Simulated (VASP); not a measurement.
# TiCo2 (Fd-3m) in VASP: notebook

TiCo2 is run at these levels: PBEsol; tasks: single point, relaxation of cell and atoms.

Program: VASP 6.6.1. These are calculated values, not measurements. Logs are shortened: lines on timing, memory, paths and dates and some standing lists are left out, and cuts for length are marked.

## 1. The cell of the first run

The structure is cubic, space group Fd-3m (No. 227). The conventional cell has a = 6.716 Å, b = 6.716 Å, c = 6.716 Å, α = 90.00°, β = 90.00°, γ = 90.00°. Within 3.7 Å of Ti (site symmetry -43m) lie 12 Co at 2.78 Å and 4 Ti at 2.91 Å. Within 3.1 Å of Co (site symmetry -3m) lie 6 Co at 2.37 Å and 6 Ti at 2.78 Å.

## 2. Single point, PBEsol, collinear spin, ferrimagnetic start

INCAR

```
SYSTEM = TiCo2
PREC = Accurate
ENCUT = 520
EDIFF = 1E-6
ISMEAR = 0
SIGMA = 0.1
LREAL = .FALSE.
LASPH = .TRUE.
NELM = 150
ALGO = Normal
ISIF = 2
LWAVE = .FALSE.
LCHARG = .FALSE.
ISPIN = 2
MAGMOM = -0.31 -0.31 0.82 0.82 0.82 0.82
LORBIT = 11
LMAXMIX = 4
GGA = PS
NBANDS = 43
```

KPOINTS

```
regular mesh
0
G
  1 1 1
  0 0 0
```

POSCAR

```
TiCo2
1.0
    0.0000000000      3.3581431135      3.3581431135
    3.3581431135      0.0000000000      3.3581431135
    3.3581431135      3.3581431135      0.0000000000
Ti Co
2 4
Direct
    0.5000000000      0.5000000000      0.5000000000
    0.7500000000      0.7500000000      0.7500000000
    0.1250000000      0.1250000000      0.1250000000
    0.6250000000      0.1250000000      0.1250000000
    0.1250000000      0.1250000000      0.6250000000
    0.1250000000      0.6250000000      0.1250000000
```

Potentials or basis: VASP PAW PBE potentials, release 64 (Ti_sv, Co).

On the command line:

```bash
$ cat potpaw_PBE.64/Ti_sv/POTCAR potpaw_PBE.64/Co/POTCAR > POTCAR
$ mpirun -np 1 vasp_gam > vasp.out
```

OUTCAR:

```text
SYSTEM = TiCo2
   PREC = Accurate
   ENCUT = 520
   EDIFF = 1E-6
   ISMEAR = 0
   LREAL = .FALSE.
   LASPH = .TRUE.
   NELM = 150
   ISIF = 2
   ISPIN = 2
   LORBIT = 11
   GGA = PS

 ion  position               nearest neighbor table
   1  0.500  0.500  0.500-   3 2.78   5 2.78   6 2.78   3 2.78   4 2.78   5 2.78   3 2.78   4 2.78
                             6 2.78   4 2.78   5 2.78   6 2.78   2 2.91   2 2.91   2 2.91   2 2.91
   2  0.750  0.750  0.750-   4 2.78   5 2.78   6 2.78   3 2.78   4 2.78   6 2.78   3 2.78   4 2.78
                             5 2.78   3 2.78   5 2.78   6 2.78   1 2.91   1 2.91   1 2.91   1 2.91
   3  0.125  0.125  0.125-   4 2.37   5 2.37   6 2.37   5 2.37   6 2.37   4 2.37   1 2.78   2 2.78
                             1 2.78   2 2.78   1 2.78   2 2.78
   4  0.625  0.125  0.125-   3 2.37   5 2.37   6 2.37   3 2.37   5 2.37   6 2.37   2 2.78   1 2.78
                             1 2.78   2 2.78   2 2.78   1 2.78
   5  0.125  0.125  0.625-   3 2.37   3 2.37   4 2.37   6 2.37   6 2.37   4 2.37   1 2.78   2 2.78
                             1 2.78   2 2.78   1 2.78   2 2.78
   6  0.125  0.625  0.125-   3 2.37   5 2.37   3 2.37   4 2.37   5 2.37   4 2.37   2 2.78   1 2.78
                             2 2.78   2 2.78   1 2.78   1 2.78

  LATTYP: Found a face centered cubic cell.
 ALAT       =     6.7162862270

  Lattice vectors:

 A1 = (   0.0000000000,   3.3581431135,   3.3581431135)
 A2 = (   3.3581431135,   0.0000000000,   3.3581431135)
 A3 = (   3.3581431135,   3.3581431135,   0.0000000000)

Analysis of symmetry for initial positions (statically):
=====================================================================
 Subroutine PRICEL returns:
 Original cell was already a primitive cell.

 Routine SETGRP: Setting up the symmetry group for a
 face centered cubic supercell.

 Subroutine GETGRP returns: Found 48 space group operations
 (whereof 24 operations were pure point group operations)
 out of a pool of 48 trial point group operations.

The static configuration has the point symmetry T_d .
 The point group associated with its full space group is O_h .

Analysis of symmetry for dynamics (positions and initial velocities):
=====================================================================
 Subroutine PRICEL returns:
 Original cell was already a primitive cell.

 Routine SETGRP: Setting up the symmetry group for a
 face centered cubic supercell.

 Subroutine GETGRP returns: Found 48 space group operations
 (whereof 24 operations were pure point group operations)
 out of a pool of 48 trial point group operations.

The dynamic configuration has the point symmetry T_d .
 The point group associated with its full space group is O_h .

Analysis of structural, dynamic, and magnetic symmetry:
=====================================================================
 Subroutine PRICEL returns:
 Original cell was already a primitive cell.

 Routine SETGRP: Setting up the symmetry group for a
 face centered cubic supercell.

 Subroutine GETGRP returns: Found 48 space group operations
 (whereof 24 operations were pure point group operations)
 out of a pool of 48 trial point group operations.

The overall configuration has the point symmetry T_d .
 The point group associated with its full space group is O_h .

 Subroutine INISYM returns: Found 48 space group operations
 (whereof 24 operations are pure point group operations),
 and found     1 'primitive' translations

----------------------------------------------------------------------------------------

                                     Primitive cell

  volume of cell :      75.7404

  direct lattice vectors                    reciprocal lattice vectors
     0.000000000  3.358143114  3.358143114    -0.148891808  0.148891808  0.148891808
     3.358143114  0.000000000  3.358143114     0.148891808 -0.148891808  0.148891808
     3.358143114  3.358143114  0.000000000     0.148891808  0.148891808 -0.148891808

  length of vectors
     4.749131536  4.749131536  4.749131536     0.257888176  0.257888176  0.257888176

  position of ions in fractional coordinates (direct lattice)
     0.500000000  0.500000000  0.500000000
     0.750000000  0.750000000  0.750000000
     0.125000000  0.125000000  0.125000000
     0.625000000  0.125000000  0.125000000
     0.125000000  0.125000000  0.625000000
     0.125000000  0.625000000  0.125000000

  ion indices of the primitive-cell ions
   primitive index   ion index
                 1           1
                 2           2
                 3           3
                 4           4
                 5           5
                 6           6

----------------------------------------------------------------------------------------

 KPOINTS: regular mesh

Automatic generation of k-mesh.
 Grid dimensions read from file:
 generate k-points for:    1    1    1

 Generating k-lattice:

  Cartesian coordinates                     Fractional coordinates (reciprocal lattice)
    -0.148891808  0.148891808  0.148891808     1.000000000  0.000000000  0.000000000
     0.148891808 -0.148891808  0.148891808     0.000000000  1.000000000  0.000000000
     0.148891808  0.148891808 -0.148891808     0.000000000  0.000000000  1.000000000

  Length of vectors
     0.257888176  0.257888176  0.257888176

  Shift w.r.t. Gamma in fractional coordinates (k-lattice)
     0.000000000  0.000000000  0.000000000

 Subroutine IBZKPT returns following result:
 ===========================================

 Found      1 irreducible k-points:

 Following reciprocal coordinates:
            Coordinates               Weight
  0.000000  0.000000  0.000000      1.000000
   k-points           NKPTS =      1   k-points in BZ     NKDIM =      1   number of bands    NBANDS=     43
   number of dos      NEDOS =    301   number of ions     NIONS =      6
   total plane-waves  NPLWV =  46656
   dimension x,y,z NGX =    36 NGY =   36 NGZ =   36
   dimension x,y,z NGXF=    72 NGYF=   72 NGZF=   72
   ions per type =               2   4
   NGX,Y,Z   is equivalent  to a cutoff of  12.60, 12.60, 12.60 a.u.
   NGXF,Y,Z  is equivalent  to a cutoff of  25.20, 25.20, 25.20 a.u.
 SYSTEM =  TiCo2
   PREC   = accura    normal or accurate (medium, high low for compatibility)
   ISTART =      0    job   : 0-new  1-cont  2-samecut
   ICHARG =      2    charge: 1-file 2-atom 10-const
   ISPIN  =      2    spin polarized calculation?
   LNONCOLLINEAR =      F non collinear calculations
   LSORBIT =      F    spin-orbit coupling
   LASPH  =      T    aspherical Exc in radial PAW
   ENCUT  =  520.0 eV  38.22 Ry    6.18 a.u.   8.83  8.83  8.83*2*pi/ulx,y,z
   NELM   =    150;   NELMIN=  2; NELMDL= -5     # of ELM steps
   EDIFF  = 0.1E-05   stopping-criterion for ELM
   LREAL  =      F    real-space projection
   EDIFFG = 0.1E-04   stopping-criterion for IOM
   NSW    =      0    number of steps for IOM
   IBRION =     -1    ionic relax: 0-MD 1-quasi-New 2-CG
   NFREE  =      0    steps in history (QN), initial steepest desc. (CG)
   ISIF   =      2    stress and relaxation
   ISYM   =      2    0-nonsym 1-usesym 2-fastsym
   POTIM  = 0.5000    time-step for ionic-motion
   TEBEG  =    0.0;   TEEND  =   0.0 temperature during run
   PSTRESS=    0.0 pullay stress
   NELECT =      60.0000    total number of electrons
   NUPDOWN=      -1.0000    fix difference up-down
   EMIN   =  10.00;   EMAX   =-10.00  energy-range for DOS
   EFERMI =   0.00;   METHOD = LEGACY
   ISMEAR =     0;   SIGMA  =   0.10  broadening in eV -4-tet -1-fermi 0-gaus
   EFERMI_NEDOS =   21; number of points for ismear=-14 and -15
   IALGO  =     38    algorithm
   IMIX   =      4    mixing-type and parameters
     AMIX     =   0.40;   BMIX     =  1.00
     AMIX_MAG =   1.60;   BMIX_MAG =  1.00
  volume/ion in A,a.u.               =      12.62        85.19
  Fermi-wavevector in a.u.,A,eV,Ry     =   1.514779  2.862518 31.219337  2.294557
  Thomas-Fermi vector in A             =   2.624391
   LORBIT       =     11    0 simple, 1 ext, 2 COOP (PROOUT), +10 PAW based schemes
   GGA     = PS    functional components
   LHFCALC =     F    Hartree Fock is set to
   AEXX    =    0.0000 exact exchange contribution
   IVDW    =     0    specifies the selected vdW correction
   LEPSILON=     F    determine dielectric tensor
   LRPA    =     F    only Hartree local field effects (RPA)
 spin polarized calculation
 Gauss-broadening in eV      SIGMA  =   0.10
  energy-cutoff  :      520.00
  volume of cell :       75.74
 maximum number of plane-waves:      1043
 NGX is ok and might be reduce to    36
   NGX = 17   NGY = 17   NGZ = 17

 number of electron      60.0000028 magnetization       3.4587413

 Free energy of the ion-electron system (eV)
  ---------------------------------------------------
  ext. energy  EPLUGINS =         0.00000000
  ---------------------------------------------------
  free energy    TOTEN  =       -42.02397713 eV

  energy without entropy =      -41.96636708  energy(sigma->0) =      -41.99517210

 E-fermi :   9.7601     XC(G=0): -12.8256

 val. band max:        9.7164194219   @ k =   0.0000   0.0000   0.0000
 cond. band min:       9.8551370009   @ k =   0.0000   0.0000   0.0000
 fundamental gap:      0.1387175790
 Fermi energy:         9.7600959542

 spin component 1

 k-point     1 :       0.0000    0.0000    0.0000
  band No.  band energies     occupation
      1     -46.2527      1.00000
      2     -46.1668      1.00000
      3     -22.7196      1.00000
      4     -22.7196      1.00000
      5     -22.7196      1.00000
      6     -22.5282      1.00000
[... 34 lines left out ...]
     41      15.4656      0.00000
     42      15.4656      0.00000
 Fermi energy:         9.7600959542

 spin component 2

 k-point     1 :       0.0000    0.0000    0.0000
  band No.  band energies     occupation
      1     -45.7787      1.00000
      2     -45.6935      1.00000
      3     -22.2315      1.00000
      4     -22.2315      1.00000
      5     -22.2315      1.00000
      6     -22.0415      1.00000
[... 34 lines left out ...]
     41      16.1084      0.00000
     42      16.1084      0.00000
 [bands above 42 left out]

------------------------ aborting loop because EDIFF is reached ----------------------------------------

  FORCE on cell =-STRESS in cart. coord.  units (eV):
  Direction    XX          YY          ZZ          XY          YZ          ZX
  --------------------------------------------------------------------------------------
  -------------------------------------------------------------------------------------
  Total       -4.3410977     -4.3410977     -4.3410977     -0.0000000     -0.0000000      0.0000000
  in kB      -91.8295685    -91.8295685    -91.8295685     -0.0000000     -0.0000000      0.0000000
  external PRESSURE =     -91.8295685 kB  Pullay stress =       0.0000000 kB

 VOLUME and BASIS-vectors are now :
 -----------------------------------------------------------------------------
  energy-cutoff  :      520.00
  volume of cell :       75.74
      direct lattice vectors                 reciprocal lattice vectors
     0.000000000  3.358143114  3.358143114    -0.148891808  0.148891808  0.148891808
     3.358143114  0.000000000  3.358143114     0.148891808 -0.148891808  0.148891808
     3.358143114  3.358143114  0.000000000     0.148891808  0.148891808 -0.148891808

 POSITION                                       TOTAL-FORCE (eV/Angst)
 -----------------------------------------------------------------------------------
      3.35814      3.35814      3.35814        -0.000000     -0.000000     -0.000000
      5.03721      5.03721      5.03721         0.000000      0.000000      0.000000
      0.83954      0.83954      0.83954        -0.000000     -0.000000      0.000000
      0.83954      2.51861      2.51861        -0.000000     -0.000000     -0.000000
      2.51861      2.51861      0.83954        -0.000000     -0.000000      0.000000
      2.51861      0.83954      2.51861        -0.000000     -0.000000      0.000000
 -----------------------------------------------------------------------------------
    total drift:                                0.000000      0.000000      0.000000

  FREE ENERGIE OF THE ION-ELECTRON SYSTEM (eV)
  ---------------------------------------------------
  free  energy   TOTEN  =       -42.0239771280 eV

  energy  without entropy=      -41.9663670763  energy(sigma->0) =      -41.99517210

 total charge

# of ion       s       p       d       tot
------------------------------------------
    1        2.129   6.104   2.077  10.311
    2        2.129   6.104   2.077  10.311
    3        0.449   0.533   7.396   8.377
    4        0.449   0.533   7.396   8.377
    5        0.449   0.533   7.396   8.377
    6        0.449   0.533   7.396   8.377
--------------------------------------------------
tot          6.052  14.341  33.737  54.130

 magnetization (x)

# of ion       s       p       d       tot
------------------------------------------
    1        0.009   0.080   0.493   0.582
    2        0.009   0.080   0.493   0.582
    3        0.009   0.343  -0.082   0.270
    4        0.009   0.343  -0.082   0.270
    5        0.009   0.343  -0.082   0.270
    6        0.009   0.343  -0.082   0.270
--------------------------------------------------
tot          0.055   1.532   0.656   2.243
```

It took 44 s on 1 thread of Intel Xeon 6975P-C, shared host; peak memory 0.23 GiB.

Results:

```yaml
Free_energy: -42.0240 eV
Pressure: -9.2 GPa
Band_gap_on_the_k_mesh: 0.14 eV
Net_moment: 3.46 μB per cell
Site_moments: Ti +0.58; Co +0.27 μB
Valence_electrons_inside_the_program's_atomic_spheres: Ti 10.31; Co 8.38
```

Caveat: the k points lie up to 1.62 Å⁻¹ apart; the PAW data sets were made with another functional, which shifts forces and pressure a little. A k mesh can miss the band edges.

## 3. Relaxation of cell and atoms, PBEsol, collinear spin, ferrimagnetic start

This run uses another cell than the first one, of 12.55 Å³/atom, 0.995 times its volume.

INCAR

```
PREC     = Accurate       # precision mode
ENCUT    = 600            # plane-wave cutoff, eV
EDIFF    = 1E-6           # SCF threshold, eV
ISMEAR   = 0              # smearing method
SIGMA    = 0.1            # smearing width, eV
LREAL    = F              # projectors in reciprocal space
LASPH    = T              # aspherical terms in the spheres
NELM     = 150            # most SCF steps
ALGO     = Normal         # electronic algorithm
ISIF     = 3              # what is computed and relaxed
LWAVE    = F              # write WAVECAR
LCHARG   = F              # write CHGCAR
ISPIN    = 2              # spin polarisation
MAGMOM   = -0.31 -0.31 0.82 0.82 0.82 0.82 # initial moments
LORBIT   = 11             # projections on sites
LMAXMIX  = 4              # l up to which the mixer works
GGA      = PS             # functional
IBRION   = 2              # ionic algorithm
NSW      = 80             # ionic steps
EDIFFG   = -0.01          # ionic threshold
```

KPOINTS

```
regular mesh
0
Gamma
  1 1 1
```

Edit POSCAR of step 2 so:

```diff
@@ -2,5 +2,5 @@
 1.0
-    0.0000000000      3.3581431135      3.3581431135
-    3.3581431135      0.0000000000      3.3581431135
-    3.3581431135      3.3581431135      0.0000000000
+    0.0000000000      3.3520000000      3.3520000000
+    3.3520000000      0.0000000000      3.3520000000
+    3.3520000000      3.3520000000      0.0000000000
 Ti Co
```

Potentials or basis: VASP PAW PBE potentials, release 64 (Ti_sv, Co).

On the command line:

```bash
$ cat potpaw_PBE.64/Ti_sv/POTCAR potpaw_PBE.64/Co/POTCAR > POTCAR
$ mpirun -np 1 vasp_gam > vasp.out
```

Wall time 2.3 min (1 thread of Intel Xeon 6975P-C, shared host); peak memory 0.28 GiB.

Results (log left out):

```
Free energy                                           : -42.1491 eV
Relaxed volume                                        : 11.94 Å³/atom
Relaxed cell                                          : a = 4.661 Å, b = 4.661 Å, c = 4.661 Å, α = 60.00°, β = 60.00°, γ = 60.00°
Space group after relaxing (to 0.05 Å)                : Fd-3m (No. 227)
Energy gained by relaxing                             : 17.0 meV/atom
Ionic steps                                           : 3
Pressure after relaxing                               : -0.1 GPa
Band gap on the k mesh                                : 0.50 eV
Net moment                                            : 2.94 μB per cell
Site moments                                          : Ti +0.53; Co +0.24 μB
Valence electrons inside the program's atomic spheres : Ti 10.39; Co 8.48
```

Step by step:
| step | energy change (eV) | largest force (eV/Å) | pressure (GPa) | volume (Å³) |
| --- | --- | --- | --- | --- |
| 1 | 0.0000 | 0.0000 | -8.40 | 75.33 |
| 2 | -0.0138 | 0.0000 | 9.08 | 68.37 |
| 3 | -0.1018 | 0.0000 | -0.09 | 71.62 |

Final structure:
```
CELL_PARAMETERS angstrom
0.00000 3.29607 3.29607
3.29607 0.00000 3.29607
3.29607 3.29607 0.00000
ATOMIC_POSITIONS crystal
Ti 0.50000 0.50000 0.50000
Ti 0.75000 0.75000 0.75000
Co 0.12500 0.12500 0.12500
Co 0.62500 0.12500 0.12500
Co 0.12500 0.12500 0.62500
Co 0.12500 0.62500 0.12500
```

Levels at points of the mesh, in eV from the valence-band top:
Spin up:
| k point | band 27 | band 28 | band 29 | band 30 | band 31 | band 32 | band 33 | band 34 | band 35 | band 36 |
| --- | --- | --- | --- | --- | --- | --- | --- | --- | --- | --- |
| (0.00, 0.00, 0.00) | -0.14 | -0.14 | -0.03 | -0.03 | -0.03 | 0.50 | 0.93 | 0.93 | 0.93 | 1.89 |
Spin down:
```tsv
k point	band 26	band 27	band 28	band 29	band 30	band 31
(0.00, 0.00, 0.00)	-0.01	0.00	0.00	0.56	0.56	0.56
```

Caveat: the k points lie up to 1.65 Å⁻¹ apart in the final cell; the PAW data sets were made with another functional, which shifts forces and pressure a little. A k mesh can miss the band edges.

[end of part 1 of 2]
